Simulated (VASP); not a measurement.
# PbS (Cmcm) in VASP: a series of runs, part 2 of 2

VASP 6.6.1. The steps go on from the part before.

**3. Relaxation of cell and atoms, revPBE+D3(BJ)**

Input file INCAR:

```
PREC     = Accurate       # precision mode
ENCUT    = 600            # plane-wave cutoff, eV
EDIFF    = 1E-7           # SCF threshold, eV
ISMEAR   = -1             # smearing method
SIGMA    = 0.05           # smearing width, eV
LREAL    = F              # projectors in reciprocal space
LASPH    = T              # aspherical terms in the spheres
NELM     = 100            # most SCF steps
ALGO     = Normal         # electronic algorithm
ISIF     = 3              # what is computed and relaxed
LWAVE    = F              # write WAVECAR
LCHARG   = F              # write CHGCAR
GGA      = RE             # functional
IVDW     = 12             # dispersion correction
IBRION   = 2              # ionic algorithm
NSW      = 60             # ionic steps
EDIFFG   = -0.01          # ionic threshold
```

Input file KPOINTS:

```
Automatic mesh
0
Gamma
  7 7 6
```

Input file POSCAR:

```
PbS
1.0
    2.0799526950     -5.9912968650      0.0000000000
    2.0799526950      5.9912968650      0.0000000000
    0.0000000000      0.0000000000      4.2793209400
Pb S
2 2
Direct
    0.1305633500      0.8694366500      0.2500000000
    0.8694366500      0.1305633500      0.7500000000
    0.3547970900      0.6452029100      0.2500000000
    0.6452029100      0.3547970900      0.7500000000
```

Potentials or basis: VASP PAW PBE potentials, release 64 (Pb_d, S).

Run with:

```bash
$ cat potpaw_PBE.64/Pb_d/POTCAR potpaw_PBE.64/S/POTCAR > POTCAR
$ mpirun -np 1 vasp_std > vasp.out
```

OUTCAR:

```text
PREC = Accurate
   ENCUT = 600
   EDIFF = 1E-7
   ISMEAR = -1
   LREAL = F
   LASPH = T
   NELM = 100
   ISIF = 3
   GGA = RE
   IVDW = 12
   IBRION = 2
   NSW = 60
   EDIFFG = -0.01
 IVDW          = 12

 ion  position               nearest neighbor table
   1  0.131  0.869  0.250-   3 2.69   4 2.99   4 2.99   4 2.99   4 2.99   2 3.79   2 3.79   2 4.13
                             2 4.13   2 4.13   2 4.13
   2  0.869  0.131  0.750-   4 2.69   3 2.99   3 2.99   3 2.99   3 2.99   1 3.79   1 3.79   1 4.13
                             1 4.13   1 4.13   1 4.13
   3  0.355  0.645  0.250-   1 2.69   2 2.99   2 2.99   2 2.99   2 2.99
   4  0.645  0.355  0.750-   2 2.69   1 2.99   1 2.99   1 2.99   1 2.99

  LATTYP: Found a base centered orthorhombic cell.
 ALAT       =     4.1599053900
 B/A-ratio  =     2.8804966956
 C/A-ratio  =     1.0287063139

  Lattice vectors:

 A1 = (   2.0799526950,  -5.9912968650,   0.0000000000)
 A2 = (   2.0799526950,   5.9912968650,   0.0000000000)
 A3 = (   0.0000000000,   0.0000000000,   4.2793209400)

Analysis of symmetry for initial positions (statically):
=====================================================================
 Subroutine PRICEL returns:
 Original cell was already a primitive cell.

 Routine SETGRP: Setting up the symmetry group for a
 base centered orthorhombic supercell.

 Subroutine GETGRP returns: Found  8 space group operations
 (whereof  4 operations were pure point group operations)
 out of a pool of  8 trial point group operations.

The static configuration has the point symmetry C_2h.
 The point group associated with its full space group is D_2h.

Analysis of symmetry for dynamics (positions and initial velocities):
=====================================================================
 Subroutine PRICEL returns:
 Original cell was already a primitive cell.

 Routine SETGRP: Setting up the symmetry group for a
 base centered orthorhombic supercell.

 Subroutine GETGRP returns: Found  8 space group operations
 (whereof  4 operations were pure point group operations)
 out of a pool of  8 trial point group operations.

The dynamic configuration has the point symmetry C_2h.
 The point group associated with its full space group is D_2h.

 Subroutine INISYM returns: Found  8 space group operations
 (whereof  4 operations are pure point group operations),
[... 120 lines left out ...]
     AMIX_MAG =   1.60;   BMIX_MAG =  1.00
  volume/ion in A,a.u.               =      26.66       179.94
  Fermi-wavevector in a.u.,A,eV,Ry     =   1.180597  2.231005 18.963935  1.393810
  Thomas-Fermi vector in A             =   2.316887
   LORBIT       =      0    0 simple, 1 ext, 2 COOP (PROOUT), +10 PAW based schemes
   GGA     = RE    functional components
   LHFCALC =     F    Hartree Fock is set to
   AEXX    =    0.0000 exact exchange contribution
   IVDW    =    12    specifies the selected vdW correction
   LEPSILON=     F    determine dielectric tensor
   LRPA    =     F    only Hartree local field effects (RPA)
 conjugate gradient relaxation of ions
 non-spin polarized calculation
  energy-cutoff  :      600.00
  volume of cell :      106.65
 maximum number of plane-waves:      3581
 NGX is ok and might be reduce to    54
   NGX = 25   NGY = 25   NGZ = 17

--------------------------------------- Ionic step        1  -------------------------------------------

 number of electron      40.0000000 magnetization

 Free energy of the ion-electron system (eV)
  ---------------------------------------------------
  ext. energy  EPLUGINS =         0.00000000
  ---------------------------------------------------
  free energy    TOTEN  =       -16.18066545 eV

  energy without entropy =      -16.18066536  energy(sigma->0) =      -16.18066541

------------------------ aborting loop because EDIFF is reached ----------------------------------------

 Edisp (eV)   -2.56661

 E8    (eV) :    -1.8159
[... 111 lines left out ...]
  FREE ENERGIE OF THE ION-ELECTRON SYSTEM (eV)
  ---------------------------------------------------
  free  energy   TOTEN  =       -18.7660896436 eV

  energy  without entropy=      -18.7660894225  energy(sigma->0) =      -18.76608953

[... ionic steps 4 to 17 ...]

--------------------------------------- Ionic step       18  -------------------------------------------

 number of electron      39.9999999 magnetization

------------------------ aborting loop because EDIFF is reached ----------------------------------------
[... 79 lines left out ...]
--------------------------------------- Ionic step       20  -------------------------------------------

 number of electron      39.9999999 magnetization

 Free energy of the ion-electron system (eV)
  ---------------------------------------------------
  ext. energy  EPLUGINS =         0.00000000
  ---------------------------------------------------
  free energy    TOTEN  =       -16.06362436 eV

  energy without entropy =      -16.06362417  energy(sigma->0) =      -16.06362426

 E-fermi :   6.3095     XC(G=0):  -9.7964

 val. band max:        5.6623013123   @ k =  -0.4286   0.4286   0.3333
 cond. band min:       6.9140704796   @ k =   0.4286   0.4286   0.0000
 fundamental gap:      1.2517691673
 Fermi energy:         6.3094816777

 k-point     1 :       0.0000    0.0000    0.0000
  band No.  band energies     occupation
      1     -10.8286      2.00000
      2     -10.7353      2.00000
      3     -10.7288      2.00000
      4     -10.7011      2.00000
      5     -10.6531      2.00000
      6     -10.6523      2.00000
[... 637 lines left out ...]
     23       8.6125      0.00000
     24      10.0178      0.00000

 [... further k-points ...]

------------------------ aborting loop because EDIFF is reached ----------------------------------------

 Edisp (eV)   -2.73041

 E8    (eV) :    -1.9310
[... 27 lines left out ...]
  FREE ENERGIE OF THE ION-ELECTRON SYSTEM (eV)
  ---------------------------------------------------
  free  energy   TOTEN  =       -18.7940323666 eV

  energy  without entropy=      -18.7940321730  energy(sigma->0) =      -18.79403227

 reached required accuracy - stopping structural energy minimisation
```

OSZICAR:

```text
N       E                     dE             d eps       ncg     rms          rms(c)
DAV:   1     0.429539739673E+03    0.42954E+03   -0.21034E+04  3072   0.198E+03
DAV:   2     0.327947573349E+02   -0.39674E+03   -0.39145E+03  3160   0.473E+02
DAV:   3    -0.152455397176E+02   -0.48040E+02   -0.46996E+02  4112   0.175E+02
[... 194 lines left out ...]
DAV:   2    -0.160636284923E+02   -0.23934E-05   -0.19505E-04  4552   0.122E-01    0.136E-02
DAV:   3    -0.160636245908E+02    0.39015E-05   -0.84139E-06  4080   0.335E-02    0.794E-03
DAV:   4    -0.160636240151E+02    0.57574E-06   -0.25972E-06  4880   0.182E-02    0.201E-03
DAV:   5    -0.160636242704E+02   -0.25534E-06   -0.37439E-07  3152   0.663E-03    0.889E-04
DAV:   6    -0.160636243602E+02   -0.89712E-07   -0.47441E-08  2008   0.241E-03
  20 F= -.18794032E+02 E0= -.18794032E+02  d E =-.975379E-04
```

CONTCAR:

```text
PbS
   1.00000000000000
     2.0451601013508687   -5.7551506098600411   -0.0000000000000000
     2.0451601013508687    5.7551506098600411    0.0000000000000000
     0.0000000000000000   -0.0000000000000000    4.2646547600976845
  Pb              S
     2     2
Direct
     0.1253998822342812    0.8746001177657187    0.2500000000000000
     0.8746001177657187    0.1253998822342812    0.7500000000000000
     0.3601301180510380    0.6398698819489619    0.2500000000000000
     0.6398698819489619    0.3601301180510380    0.7500000000000000

  0.00000000E+00  0.00000000E+00  0.00000000E+00
  0.00000000E+00  0.00000000E+00  0.00000000E+00
  0.00000000E+00  0.00000000E+00  0.00000000E+00
  0.00000000E+00  0.00000000E+00  0.00000000E+00
```

Wall time 34 min (1 thread of Intel Xeon Platinum 8559C (Emerald Rapids), shared host); peak memory 0.43 GiB.

Results:

| Item | Value |
| --- | --- |
| Free energy | -18.7940 eV |
| Relaxed volume | 25.10 Å³/atom |
| Relaxed cell | a = 6.108 Å, b = 6.108 Å, c = 4.265 Å, α = 90.00°, β = 90.00°, γ = 140.87° |
| Space group after relaxing (to 0.1 Å) | Cmcm (No. 63) |
| Energy gained by relaxing | 11.7 meV/atom |
| Ionic steps | 20 |
| Pressure after relaxing | 0.0 GPa |
| Largest force after relaxing | 0.004 eV/Å |
| Band gap on the k mesh | 1.25 eV (least direct gap 1.36 eV) |
| Dispersion energy per atom | -0.683 eV |

Forces on the atoms (eV/Å):
```
Pb   0.000 -0.002  0.000
Pb   0.000  0.002  0.000
S    0.000 -0.004  0.000
S    0.000  0.004  0.000
```

The path:
| step | energy change (eV) | largest force (eV/Å) | pressure (GPa) | volume (Å³) |
| --- | --- | --- | --- | --- |
| 1 | 0.0000 | 0.1143 | -1.49 | 106.65 |
| 2 | -0.0188 | 0.2751 | 0.25 | 102.87 |
| 3 | -0.0188 | 0.2701 | 0.19 | 103.00 |
| 4 | -0.0281 | 0.1796 | 0.12 | 102.39 |
| 5 | -0.0367 | 0.0743 | 0.07 | 100.57 |
| 6 | -0.0421 | 0.0965 | 0.04 | 100.16 |
| 7 | -0.0435 | 0.1147 | 0.03 | 99.84 |
| 8 | -0.0451 | 0.0675 | 0.07 | 99.97 |
| 9 | -0.0459 | 0.0441 | 0.13 | 100.15 |
| 10 | -0.0459 | 0.0388 | 0.12 | 100.13 |
| 11 | -0.0462 | 0.0295 | -0.01 | 100.38 |
| 12 | -0.0462 | 0.0234 | -0.10 | 100.55 |
| 13 | -0.0464 | 0.0203 | -0.07 | 100.51 |
| 14 | -0.0465 | 0.0166 | -0.03 | 100.46 |
| 15 | -0.0465 | 0.0157 | -0.02 | 100.45 |
| 16 | -0.0466 | 0.0191 | 0.01 | 100.39 |
| 17 | -0.0467 | 0.0224 | 0.04 | 100.32 |
| 18 | -0.0467 | 0.0140 | 0.00 | 100.36 |
| 19 | -0.0468 | 0.0062 | -0.07 | 100.41 |
| 20 | -0.0468 | 0.0042 | -0.05 | 100.39 |

Final structure:
```
CELL_PARAMETERS angstrom
2.04516 -5.75515 0.00000
2.04516 5.75515 0.00000
0.00000 0.00000 4.26465
ATOMIC_POSITIONS crystal
Pb 0.12540 0.87460 0.25000
Pb 0.87460 0.12540 0.75000
S 0.36013 0.63987 0.25000
S 0.63987 0.36013 0.75000
```

Levels at points of the mesh, in eV from the valence-band top:
```tsv
k point	band 18	band 19	band 20	band 21	band 22	band 23
(0.00, 0.00, 0.00)	-1.83	-1.58	-0.65	4.63	4.76	5.04
(0.00, 0.00, 0.50)	-1.15	-0.02	-0.02	1.85	1.85	2.80
```

Caveat: the PAW data sets were made with another functional, which shifts forces and pressure a little; spin-orbit coupling is left out, which moves the levels of the heavy elements.
